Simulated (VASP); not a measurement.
# AlPt (R-3m) in VASP: further runs

Runs on AlPt. Level: PBEsol. Tasks: single point, relaxation of cell and atoms.

All numbers are computed with VASP 6.6.1; they aren't measurements. Logs are shortened: lines on timing, memory, paths and dates and some standing lists are left out, and cuts for length are marked.

**1. The cell of the first run**

It takes space group R-3m (No. 166, trigonal). Conventional cell: a = 2.889 Å, b = 2.889 Å, c = 12.152 Å, α = 90.00°, β = 90.00°, γ = 120.00°. Pt (site symmetry -3m) has 6 Al at 2.62 Å and 6 Pt at 2.89 Å within 3.5 Å. Within 3.5 Å of Al (site symmetry -3m) lie 6 Pt at 2.62 Å and 6 Al at 2.89 Å.

**2. Single point, PBEsol**

Input file INCAR:

```
  ALGO = Normal
  EDIFF = 1E-6
  ENCUT = 500
  GGA = PS
  GGA_COMPAT = False
  ISIF = 2
  ISMEAR = 1
  LASPH = True
  LCHARG = False
  LREAL = False
  LWAVE = False
  NBANDS = 36
  NELM = 120
  PREC = Accurate
  SIGMA = 0.1
```

Input file KPOINTS:

```
k-points
0
Gamma
  6 6 6
```

Input file POSCAR:

```
AlPt
1.0
    0.0000000000      4.0855812850      4.0855812850
    4.0855812850      0.0000000000      4.0855812850
    3.7005024048      3.7005024048      0.3850788802
Pt Al
4 4
Direct
    0.0000000000      0.0000000000      0.0000000000
    0.0000000000      0.5000000000      0.0000000000
    0.5000000000      0.0000000000      0.0000000000
    0.5000000000      0.5000000000      0.0000000000
    0.0000000000      0.0000000000      0.5000000000
    0.0000000000      0.5000000000      0.5000000000
    0.5000000000      0.0000000000      0.5000000000
    0.5000000000      0.5000000000      0.5000000000
```

Potentials or basis: VASP PAW PBE potentials, release 64 (Pt, Al).

Started as:

```sh
> cat potpaw_PBE.64/Pt/POTCAR potpaw_PBE.64/Al/POTCAR > POTCAR
> mpirun -np 1 vasp_std > vasp.out
```

OUTCAR:

```text
EDIFF = 1E-6
   ENCUT = 500
   GGA = PS
   ISIF = 2
   ISMEAR = 1
   LASPH = True
   LREAL = False
   NELM = 120
   PREC = Accurate

 ion  position               nearest neighbor table
   1  0.000  0.000  0.000-   5 2.62   5 2.62   6 2.62   7 2.62   6 2.62   7 2.62   2 2.89   4 2.89
                             2 2.89   3 2.89   4 2.89   3 2.89
   2  0.000  0.500  0.000-   6 2.62   5 2.62   6 2.62   8 2.62   5 2.62   8 2.62   1 2.89   3 2.89
                             1 2.89   3 2.89   4 2.89   4 2.89
   3  0.500  0.000  0.000-   7 2.62   5 2.62   7 2.62   8 2.62   8 2.62   5 2.62   2 2.89   4 2.89
                             1 2.89   1 2.89   2 2.89   4 2.89
   4  0.500  0.500  0.000-   8 2.62   6 2.62   7 2.62   8 2.62   7 2.62   6 2.62   1 2.89   3 2.89
                             2 2.89   1 2.89   2 2.89   3 2.89
   5  0.000  0.000  0.500-   1 2.62   1 2.62   2 2.62   3 2.62   2 2.62   3 2.62   7 2.89   6 2.89
                             8 2.89   6 2.89   7 2.89   8 2.89
   6  0.000  0.500  0.500-   2 2.62   1 2.62   2 2.62   4 2.62   1 2.62   4 2.62   8 2.89   5 2.89
                             7 2.89   5 2.89   7 2.89   8 2.89
   7  0.500  0.000  0.500-   3 2.62   1 2.62   3 2.62   4 2.62   4 2.62   1 2.62   8 2.89   6 2.89
                             8 2.89   5 2.89   5 2.89   6 2.89
   8  0.500  0.500  0.500-   4 2.62   2 2.62   3 2.62   4 2.62   3 2.62   2 2.62   7 2.89   5 2.89
                             7 2.89   6 2.89   5 2.89   6 2.89
[... 7 lines left out ...]
 A1 = (   3.7005024048,  -0.3850788802,  -3.7005024048)
 A2 = (  -0.3850788802,   3.7005024048,  -3.7005024048)
 A3 = (   3.7005024048,   3.7005024048,   0.3850788802)

Analysis of symmetry for initial positions (statically):
=====================================================================
 Subroutine PRICEL returns following result:

  LATTYP: Found a trigonal (rhomboedric) cell.
 ALAT       =     4.3806089327
 COS(alpha) =     0.7825403169

  Lattice vectors:

 A1 = (   3.7005024048,   1.6577117623,  -1.6577117623)
 A2 = (   1.6577117623,   1.6577117623,  -3.7005024048)
 A3 = (   1.6577117623,   3.7005024048,  -1.6577117623)

   4 primitive cells build up your supercell.

 Routine SETGRP: Setting up the symmetry group for a
 trigonal (rhombohedral) supercell.

 Subroutine GETGRP returns: Found 12 space group operations
 (whereof 12 operations were pure point group operations)
 out of a pool of 12 trial point group operations.

The static configuration has the point symmetry D_3d.
[... 128 lines left out ...]
   IBRION =     -1    ionic relax: 0-MD 1-quasi-New 2-CG
   NFREE  =      0    steps in history (QN), initial steepest desc. (CG)
   ISIF   =      2    stress and relaxation
   ISYM   =      2    0-nonsym 1-usesym 2-fastsym
   POTIM  = 0.5000    time-step for ionic-motion
   TEBEG  =    0.0;   TEEND  =   0.0 temperature during run
   PSTRESS=    0.0 pullay stress
   NELECT =      52.0000    total number of electrons
   NUPDOWN=      -1.0000    fix difference up-down
   EMIN   =  10.00;   EMAX   =-10.00  energy-range for DOS
   EFERMI =   0.00;   METHOD = LEGACY
   ISMEAR =     1;   SIGMA  =   0.10  broadening in eV -4-tet -1-fermi 0-gaus
   EFERMI_NEDOS =   21; number of points for ismear=-14 and -15
   IALGO  =     38    algorithm
   IMIX   =      4    mixing-type and parameters
     AMIX     =   0.40;   BMIX     =  1.00
     AMIX_MAG =   1.60;   BMIX_MAG =  1.00
  volume/ion in A,a.u.               =      14.64        98.79
  Fermi-wavevector in a.u.,A,eV,Ry     =   1.248950  2.360173 21.223402  1.559876
  Thomas-Fermi vector in A             =   2.383013
   LORBIT       =      0    0 simple, 1 ext, 2 COOP (PROOUT), +10 PAW based schemes
   GGA     = PS    functional components
   LHFCALC =     F    Hartree Fock is set to
   AEXX    =    0.0000 exact exchange contribution
   IVDW    =     0    specifies the selected vdW correction
   LEPSILON=     F    determine dielectric tensor
   LRPA    =     F    only Hartree local field effects (RPA)
 non-spin polarized calculation
 Methfessel and Paxton  Order N= 1 SIGMA  =   0.10
  energy-cutoff  :      500.00
  volume of cell :      117.11
 maximum number of plane-waves:      2999
   NGX = 21   NGY = 21   NGZ = 19

 number of electron      51.9999999 magnetization

 Free energy of the ion-electron system (eV)
  ---------------------------------------------------
  ext. energy  EPLUGINS =         0.00000000
  ---------------------------------------------------
  free energy    TOTEN  =       -50.51562332 eV

  energy without entropy =      -50.51225347  energy(sigma->0) =      -50.51450004

 E-fermi :  10.4738     XC(G=0): -12.2357

 val. band max:       10.4249617913   @ k =   0.1667   0.1667  -0.0000
 cond. band min:      10.4811678683   @ k =   0.5000   0.3333  -0.0000
 fundamental gap:      0.0562060770
 Fermi energy:        10.4737913807

 k-point     1 :       0.0000    0.0000    0.0000
  band No.  band energies     occupation
      1      -0.8925      2.00000
      2       3.1523      2.00000
      3       3.1523      2.00000
      4       3.1523      2.00000
      5       4.1192      2.00000
      6       4.3983      2.00000
[... 925 lines left out ...]
     35      16.4871      0.00000
     36      17.2597      0.00000

 [... further k-points ...]

------------------------ aborting loop because EDIFF is reached ----------------------------------------

  FORCE on cell =-STRESS in cart. coord.  units (eV):
  Direction    XX          YY          ZZ          XY          YZ          ZX
  --------------------------------------------------------------------------------------
  -------------------------------------------------------------------------------------
  Total        0.1116048      0.1116048      0.1116048     -0.0602936      0.0602936      0.0602936
  in kB        1.5268650      1.5268650      1.5268650     -0.8248766      0.8248766      0.8248766
  external PRESSURE =       1.5268650 kB  Pullay stress =       0.0000000 kB

 VOLUME and BASIS-vectors are now :
 -----------------------------------------------------------------------------
  energy-cutoff  :      500.00
  volume of cell :      117.11
      direct lattice vectors                 reciprocal lattice vectors
     0.000000000  4.085581285  4.085581285    -0.129098691  0.115664521  0.129098691
     4.085581285  0.000000000  4.085581285     0.115664521 -0.129098691  0.129098691
     3.700502405  3.700502405  0.385078880     0.142532862  0.142532862 -0.142532862

 POSITION                                       TOTAL-FORCE (eV/Angst)
 -----------------------------------------------------------------------------------
      0.00000      0.00000      0.00000         0.000000     -0.000000     -0.000000
      2.04279      0.00000      2.04279        -0.000000      0.000000     -0.000000
      0.00000      2.04279      2.04279        -0.000000      0.000000      0.000000
      2.04279      2.04279      4.08558         0.000000     -0.000000      0.000000
      1.85025      1.85025      0.19254         0.000000     -0.000000      0.000000
      3.89304      1.85025      2.23533         0.000000     -0.000000      0.000000
      1.85025      3.89304      2.23533        -0.000000     -0.000000      0.000000
      3.89304      3.89304      4.27812         0.000000     -0.000000      0.000000
 -----------------------------------------------------------------------------------
    total drift:                               -0.000000     -0.000000      0.000000

  FREE ENERGIE OF THE ION-ELECTRON SYSTEM (eV)
  ---------------------------------------------------
  free  energy   TOTEN  =       -50.5156233216 eV

  energy  without entropy=      -50.5122534735  energy(sigma->0) =      -50.51450004
```

stdout:

```text
POSCAR found type information on POSCAR PtAl
 POSCAR found :  2 types and       8 ions
 scaLAPACK will be used
 -----------------------------------------------------------------------------
|                                                                             |
|                                                                             |
|     You enforced a specific xc type in the INCAR file but a different       |
|     I HOPE YOU KNOW WHAT YOU ARE DOING!                                     |
|                                                                             |
 -----------------------------------------------------------------------------

 LDA part: xc-table for (Slater+PW92), standard interpolation
 POSCAR, INCAR and KPOINTS ok, starting setup
 FFT: planning ... GRIDC
 FFT: planning ... GRID_SOFT
 FFT: planning ... GRID
 WAVECAR not read
 entering main loop
```

It took 98 s on 1 thread of Intel Xeon 6975P-C (Granite Rapids), shared host; peak memory 0.29 GiB.

What came out:

| Quantity | Value |
| --- | --- |
| Free energy | -50.5156 eV |
| Pressure | 0.2 GPa |
| Band gap on the k mesh | zero (bands 26 and 27 overlap by 1.82 eV) |

Caveat: the PAW data sets were made with another functional, which shifts forces and pressure a little; spin-orbit coupling is left out, which moves the levels of the heavy elements.

**3. Relaxation of cell and atoms, PBEsol**

This run uses another cell than the first one, of 15.82 Å³/atom.

Input file INCAR:

```
ALGO = Normal ; EDIFF = 1E-7
EDIFFG = -0.02 ; ENCUT = 500
GGA = PS ; GGA_COMPAT = False
IBRION = 2 ; ISIF = 3
ISMEAR = 1 ; LASPH = True
LCHARG = False ; LREAL = False
LWAVE = False ; NELM = 120
NELMIN = 4 ; NSW = 80
PREC = Accurate ; SIGMA = 0.1
```

KPOINTS is that of step 2.

POSCAR, as its differences from that of step 2:

```diff
@@ -2,5 +2,5 @@
 1.0
-    0.0000000000      4.0855812850      4.0855812850
-    4.0855812850      0.0000000000      4.0855812850
-    3.7005024048      3.7005024048      0.3850788802
+    0.0000000000      3.9850000000      3.9850000000
+    3.9850000000      0.0000000000      3.9850000000
+    3.9850000000      3.9850000000      0.0000000000
 Pt Al
```

Potentials or basis: VASP PAW PBE potentials, release 64 (Pt, Al).

Started as:

```sh
> cat potpaw_PBE.64/Pt/POTCAR potpaw_PBE.64/Al/POTCAR > POTCAR
> mpirun -np 1 vasp_std > vasp.out
```

It took 6.1 min on 1 thread of Intel Xeon 6975P-C (Granite Rapids), shared host; peak memory 0.33 GiB.

Results (log left out):

| Quantity | Value |
| --- | --- |
| Free energy | -50.5182 eV |
| Relaxed volume | 14.66 Å³/atom |
| Relaxed cell | a = 5.784 Å, b = 5.784 Å, c = 5.247 Å, α = 56.55°, β = 56.55°, γ = 60.00° |
| Space group after relaxing (to 0.1 Å) | R-3m (No. 166) |
| Energy gained by relaxing | 208.5 meV/atom |
| Ionic steps | 8 |
| Pressure after relaxing | 0.0 GPa |
| Band gap on the k mesh | zero (bands 26 and 27 overlap by 1.82 eV) |

Step by step:
```csv
step,energy change (eV),largest force (eV/Å),pressure (GPa),volume (Å³)
1,0.0000,0.0000,-12.40,126.57
2,-0.6895,0.0000,28.21,104.75
3,-1.3484,0.0000,7.50,112.63
4,-1.6384,0.0000,0.82,117.28
5,-1.6616,0.0000,1.86,116.20
6,-1.6616,0.0000,1.78,116.28
7,-1.6589,0.0000,-2.07,118.44
8,-1.6682,0.0000,-0.02,117.26
```

Final structure:
```xyz
8
Lattice="0.0000 4.0899 4.0899 4.0899 0.0000 4.0899 3.7000 3.7000 0.3899" Properties=species:S:1:pos:R:3 pbc="T T T"
Pt    4.0899    0.0000    4.0899
Pt    2.0449    4.0899    6.1348
Pt    0.0000    2.0449    2.0449
Pt    5.7450    5.7450    4.4797
Al    1.8500    1.8500    0.1949
Al    3.8949    1.8500    2.2399
Al    1.8500    3.8949    2.2399
Al    3.8949    3.8949    4.2848
```

Levels at points of the mesh, in eV from the Fermi level:
```tsv
k point	band 22	band 23	band 24	band 25	band 26	band 27	band 28	band 29	band 30	band 31
(0.00, 0.00, 0.00)	-1.76	-0.71	-0.71	-0.71	-0.69	-0.69	-0.69	1.72	1.72	1.72
(0.50, 0.00, 0.00)	-2.45	-1.66	-1.66	-0.61	-0.61	0.44	0.44	1.81	1.81	3.09
(0.00, 0.00, 0.50)	-2.33	-0.71	-0.71	-0.71	1.11	1.11	1.11	2.38	2.38	2.38
(0.50, 0.50, 0.00)	-2.42	-1.93	-1.93	-0.35	-0.35	1.36	1.36	3.05	3.05	4.32
```

Caveat: the PAW data sets were made with another functional, which shifts forces and pressure a little; spin-orbit coupling is left out, which moves the levels of the heavy elements.
